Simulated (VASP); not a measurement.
A run of VASP 6.6.1:

The input INCAR:

```
SYSTEM = KAuF3
PREC = Accurate
ENCUT = 600
EDIFF = 1E-6
ISMEAR = 1
SIGMA = 0.1
LREAL = .False.
LASPH = .True.
NELM = 120
ALGO = Normal
ISIF = 2
LWAVE = .False.
LCHARG = .False.
GGA = PS
NBANDS = 28
GGA_COMPAT = .False.
```

KPOINTS

```
regular mesh
0
Gamma
  5 5 5
  0 0 0
```

POSCAR

```
KAuF3
1.0
    4.4844000000      0.0000000000      0.0000000000
    0.0000000000      4.4844000000      0.0000000000
    0.0000000000      0.0000000000      4.4844000000
K Au F
1 1 3
Direct
    0.5000000000      0.5000000000      0.5000000000
    0.0000000000      0.0000000000      0.0000000000
    0.5000000000      0.0000000000      0.0000000000
    0.0000000000      0.0000000000      0.5000000000
    0.0000000000      0.5000000000      0.0000000000
```

Potentials or basis: VASP PAW PBE potentials, release 64 (K_sv, Au, F).

The run is started by

```sh
$ cat potpaw_PBE.64/K_sv/POTCAR potpaw_PBE.64/Au/POTCAR potpaw_PBE.64/F/POTCAR > POTCAR
$ mpirun -np 1 vasp_std > vasp.out
```

Hardware: 1 thread of Intel(R) Xeon(R) 6975P-C (Granite Rapids) (shared host).

Problem. How long does it take, and how much memory?

Solution. It took 13 s on 1 thread of Intel(R) Xeon(R) 6975P-C (Granite Rapids) (shared host), peak memory 0.21 GiB. Counts: scf iterations 13, k points 10.
